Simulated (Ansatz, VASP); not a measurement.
# One calculation of B, two programs

```
B
1.0
     2.42043    1.39744    4.13139
    -2.42043    1.39744    4.13139
     0.00000   -2.79488    4.13139
B
12
Direct
  0.01047 0.65430 0.01047
  0.01047 0.01047 0.65430
  0.65430 0.01047 0.01047
  0.98953 0.34570 0.98953
  0.34570 0.98953 0.98953
  0.98953 0.98953 0.34570
  0.22148 0.62998 0.22148
  0.22148 0.22148 0.62998
  0.62998 0.22148 0.22148
  0.77852 0.37002 0.77852
  0.37002 0.77852 0.77852
  0.77852 0.77852 0.37002
```

Alike in both runs: functional LDA; k mesh 9 × 9 × 9; occupations gaussian, width 0.02 eV; no spin polarisation.

Ansatz relaxed the structure, and its values are those at the end. VASP's run is a single point on that final structure, the one shown.

|  | VASP | Ansatz |
| --- | --- | --- |
| version | VASP 6.6.1 | Ansatz 0.2.0 |
| potentials or method | VASP PAW LDA potentials, release 64 (B), cutoff 520 eV | scalar-relativistic, plane waves, PAW |
| valence electrons in the cell | 36 | 36 |

VASP gave:

```
gap on the k mesh at the Fermi level (eV) : 1.38
least direct gap on the mesh (eV)         : 1.72
pressure (GPa)                            : 0.3
rms of the force components (eV/Å)        : 0.009
```

Q: Estimate Ansatz's values.

A: gap on the k mesh at the Fermi level (eV): 1.39; least direct gap on the mesh (eV): 1.72; pressure (GPa): 0.0; rms of the force components (eV/Å): 0.000.

LDA's correlation is that of Perdew and Zunger in VASP and of Perdew and Wang (1992) in Ansatz.
